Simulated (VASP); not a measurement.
Set up this calculation in VASP 6.6.1, as the native input.

- Task: single point
- Functional: PBE
- Potentials or basis: VASP PAW PBE potentials, release 64 (Re)
- Cutoff: 520 eV
- k mesh: 20 × 20 × 20
- Occupations: gaussian, width 0.15 eV
- Spin: no spin polarisation
- Dipole correction: no
- Further INCAR settings: ALGO = Normal; EDIFF = 1e-06; NBANDS = 10

The structure of Re lies in POSCAR:

```
Re
1.0
    0.0000000000      2.0095625000      1.9750000000
    1.9750000000      0.0000000000      1.9750000000
    1.9750000000      2.0095625000      0.0000000000
Re
1
Direct
    0.0000000000      0.0000000000      0.0000000000
```

This isn't the form of Re at room conditions, which is hcp.

This cell differs from its parent crystal: strain +0.0175 x Voigt [0, 1, 0, 0, 0, 0].

One way to write it, as run:

INCAR

```
ALGO     = Normal         # electronic algorithm
EDIFF    = 1E-6           # SCF threshold, eV
ENCUT    = 520            # plane-wave cutoff, eV
GGA      = PE             # functional
ISIF     = 2              # what is computed and relaxed
ISMEAR   = 0              # smearing method
LASPH    = True           # aspherical terms in the spheres
LCHARG   = True           # write CHGCAR
LELF     = True           # ELF
LREAL    = False          # projectors in reciprocal space
LVHAR    = True         
LWAVE    = False          # write WAVECAR
NBANDS   = 10             # bands
NELM     = 100            # most SCF steps
PREC     = Accurate       # precision mode
SIGMA    = 0.15           # smearing width, eV
```

KPOINTS

```
k-points
0
Gamma
  20 20 20
```

Potentials or basis: VASP PAW PBE potentials, release 64 (Re).

The run is started by

```console
$ cat potpaw_PBE.64/Re/POTCAR > POTCAR
$ mpirun -np 1 vasp_std > vasp.out
```

Results of the run:

| Property | Result |
| --- | --- |
| Pressure | -15.2 GPa |
| Band gap on the k mesh | zero (an odd number of electrons rules out a gap without spin polarisation) |

Caveat: the cell differs from its parent crystal (strain +0.0175 x Voigt [0, 1, 0, 0, 0, 0]); the cell stands under tension; spin-orbit coupling is left out, which moves the levels of the heavy elements.

Run time: 95 s on 1 thread of Intel Xeon 8259CL, with other jobs on the host, peak memory 0.23 GiB.
